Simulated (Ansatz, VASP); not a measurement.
## Si3N4: VASP beside Ansatz

Contents of INCAR:

```
ALGO = Normal
EDIFF = 1E-7
EDIFFG = -0.04
ENCUT = 600
GGA = PE
IBRION = 2
ISIF = 3
ISMEAR = 0
ISYM = 0
LASPH = T
LCHARG = F
LREAL = F
LWAVE = F
NELM = 60
NSW = 45
PREC = Accurate
SIGMA = 0.1
```

Contents of KPOINTS:

```
k-points
0
Gamma
  4 4 3
```

Contents of POSCAR:

```
Si3N4
1.0
    5.1717564385     -0.0085334169      0.0240407543
   -0.0094554874      4.9516463677      0.0423329151
    0.0332305373      0.0248321598      5.9287548300
Si N
6 8
Direct
    0.8623183749      0.7372121870      0.7974922156
    0.2071545524      0.2367144342      0.2897081868
    0.7035403031      0.4051312815      0.5213474424
    0.3558770841      0.7387607961      0.5416251702
    0.6962782082      0.2352375098      0.0347181696
    0.3697006562      0.7382673374      0.0391298937
    0.1891704398      0.8200856784      0.7931743176
    0.8340067921      0.3770045891      0.7957507260
    0.3652565956      0.3806648914      0.5139789153
    0.8770791893      0.3093318959      0.2816417966
    0.3898517579      0.3839437722      0.0689213406
    0.6923065784      0.7678280769      0.5495478190
    0.6751488939      0.8860592113      0.0023421973
    0.2496513687      0.8855184931      0.2880861881
```

Input for Ansatz:

```yaml
crystal:
  lattice:
    - [5.1717564385, -0.0085334169, 0.0240407543]
    - [-0.0094554874, 4.9516463677, 0.0423329151]
    - [0.0332305373, 0.0248321598, 5.92875483]
  atoms:
    - { symbol: Si, position: [0.8623183749, 0.737212187, 0.7974922156] }
    - { symbol: Si, position: [0.2071545524, 0.2367144342, 0.2897081868] }
    - { symbol: Si, position: [0.7035403031, 0.4051312815, 0.5213474424] }
    - { symbol: Si, position: [0.3558770841, 0.7387607961, 0.5416251702] }
    - { symbol: Si, position: [0.6962782082, 0.2352375098, 0.0347181696] }
    - { symbol: Si, position: [0.3697006562, 0.7382673374, 0.0391298937] }
    - { symbol: "N", position: [0.1891704398, 0.8200856784, 0.7931743176] }
    - { symbol: "N", position: [0.8340067921, 0.3770045891, 0.795750726] }
    - { symbol: "N", position: [0.3652565956, 0.3806648914, 0.5139789153] }
    - { symbol: "N", position: [0.8770791893, 0.3093318959, 0.2816417966] }
    - { symbol: "N", position: [0.3898517579, 0.3839437722, 0.0689213406] }
    - { symbol: "N", position: [0.6923065784, 0.7678280769, 0.549547819] }
    - { symbol: "N", position: [0.6751488939, 0.8860592113, 0.0023421973] }
    - { symbol: "N", position: [0.2496513687, 0.8855184931, 0.2880861881] }
  symmetry: { detect: false }
basis:
  ecutwfc: 420
kpoints:
  mp_grid: { grid: [4, 4, 3] }
hamiltonian:
  xc: pbe
scf:
  occupations: { method: gaussian, width: 0.1 }
  lower_state_search: "off"
output:
  forces: true
  stress: true
  eigenvalues: true
relax:
  adjacent_minimum: "off"
  f_tol: 0.04
  max_steps: 25
  cell: { stress_tol: 0.3 }
```

Alike in both runs: task relaxation of cell and atoms; functional PBE; k mesh 4 × 4 × 3; occupations gaussian, width 0.1 eV; no spin polarisation.

|  | VASP | Ansatz |
| --- | --- | --- |
| version | VASP 6.6.1 | Ansatz 0.2.0 |
| potentials or method | VASP PAW PBE potentials, release 64 (Si, N), cutoff 600 eV | scalar-relativistic, plane waves, PAW |
| valence electrons in the cell | 64 | 64 |

VASP gave:

```
gap on the k mesh at the Fermi level, each at its own relaxed structure (eV) : 3.67
relaxed volume (Å³/atom)                                                     : 10.83
relaxed cell length with the largest relative difference (Å)                 : 5.169
```

Which values does Ansatz return?

gap on the k mesh at the Fermi level, each at its own relaxed structure (eV): 3.66; relaxed volume (Å³/atom): 10.85; relaxed cell length with the largest relative difference (Å): 5.172.
